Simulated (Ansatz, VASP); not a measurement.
Two plane-wave programs on CdCu4I

```xyz
6
Lattice="0.0000 3.7899 3.7899 3.7899 0.0000 3.7899 3.7899 3.7899 0.0000" Properties=species:S:1:pos:R:3 pbc="T T T"
Cu    2.8358    2.8358    2.8358
Cu    2.8358    4.7440    4.7440
Cu    4.7440    4.7440    2.8358
Cu    4.7440    2.8358    4.7440
Cd    0.0000    0.0000    0.0000
I     5.6848    5.6848    5.6848
```

Alike in both runs: functional PBE; k mesh 8 × 8 × 8; no spin polarisation.

Ansatz relaxed the structure, and its values are those at the end. VASP's run is a single point on that final structure, the one shown.

```csv
,VASP,Ansatz
version,VASP 6.6.1,Ansatz 0.2.0
potentials or method,"VASP PAW PBE potentials, release 64 (Cu, Cd, I), cutoff 520 eV",PAW plane waves
occupations,"fermi-dirac, width 0.1 eV",fermi-dirac
valence electrons in the cell,63,113
```

```csv
,VASP,Ansatz,Ansatz less VASP
pressure (GPa),-4.6,-4.9,-0.34
rms of the force components (eV/Å),0.007,0.008,+0.0006
```

VASP's potentials hold 63 valence electrons a cell and Ansatz's 113, so a difference there can come from the potentials and not from the codes. Ansatz's warnings: stress scf threshold loose.

Spin-orbit coupling is off throughout.
